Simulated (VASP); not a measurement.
Crystal: SnSe.

```
CELL_PARAMETERS angstrom
0.00000 3.01000 3.01000
3.01000 0.00000 3.01000
3.01000 3.01000 0.00000
ATOMIC_POSITIONS crystal
Sn 0.00000 0.00000 0.00000
Se 0.50000 0.50000 0.50000
```

| Property | Result |
| --- | --- |
| Program | VASP 6.6.1 |
| Task | relaxation of cell and atoms |
| Functional | LDA |
| Potentials or basis | VASP PAW LDA potentials, release 64 (Sn_d, Se) |
| Cutoff | 600 eV |
| k mesh | 8 × 8 × 8 |
| Occupations | fermi-dirac, width 0.05 eV |
| Spin | no spin polarisation |

At the start: pressure -3.2 GPa; volume 27.27 Å³/atom.

**Question.** How do energy, volume and symmetry change on relaxing?

**Answer.** Over 3 steps the energy falls by 17.6 meV/atom and the volume is 25.63 Å³/atom (-6.0 %); space group Fm-3m (No. 225, to 0.05 Å).

Step by step:
```csv
step,energy change (eV),largest force (eV/Å),pressure (GPa),volume (Å³)
1,0.0000,0.0000,-3.23,54.54
2,-0.0316,0.0000,1.19,50.32
3,-0.0351,0.0000,0.02,51.26
```

Final structure:
```
CELL_PARAMETERS angstrom
0.00000 2.94843 2.94843
2.94843 0.00000 2.94843
2.94843 2.94843 0.00000
ATOMIC_POSITIONS crystal
Sn 0.00000 0.00000 0.00000
Se 0.50000 0.50000 0.50000
```
